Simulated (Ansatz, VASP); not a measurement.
Pt: VASP beside Ansatz

```
Pt
1.0
     3.86794    0.00000    0.00125
     0.00000    5.47009   -0.00083
    -1.93350    1.36730    1.46743
Pt
2
Direct
  0.00000 0.50000 0.00000
  0.00000 0.00000 0.00000
```

Change from the starting cell: band edges of the strained film's bulk.

Alike in both runs: task single point; functional PBE; k mesh 9 × 7 × 23; occupations gaussian, width 0.1 eV; no spin polarisation.

```csv
,VASP,Ansatz
version,VASP 6.6.1,Ansatz 0.2.0
potentials or method,"VASP PAW PBE potentials, release 64 (Pt), cutoff 520 eV","scalar-relativistic, plane waves, PAW"
valence electrons in the cell,20,36
```

VASP gave:

* gap on the k mesh at the Fermi level (eV): none
* pressure (GPa): 2.1
* traceless stress, the component that is largest in VASP (GPa): 3.22

Question: Which values does Ansatz return?

Answer: gap on the k mesh at the Fermi level (eV): none; pressure (GPa): 2.6; traceless stress, the component that is largest in VASP (GPa): 3.21.

A gap of «none» marks a metal or a gap that the smearing closes. VASP's potentials hold 20 valence electrons a cell and Ansatz's 36, so a difference there can come from the potentials and not from the codes.

Neither program's run includes spin-orbit coupling.
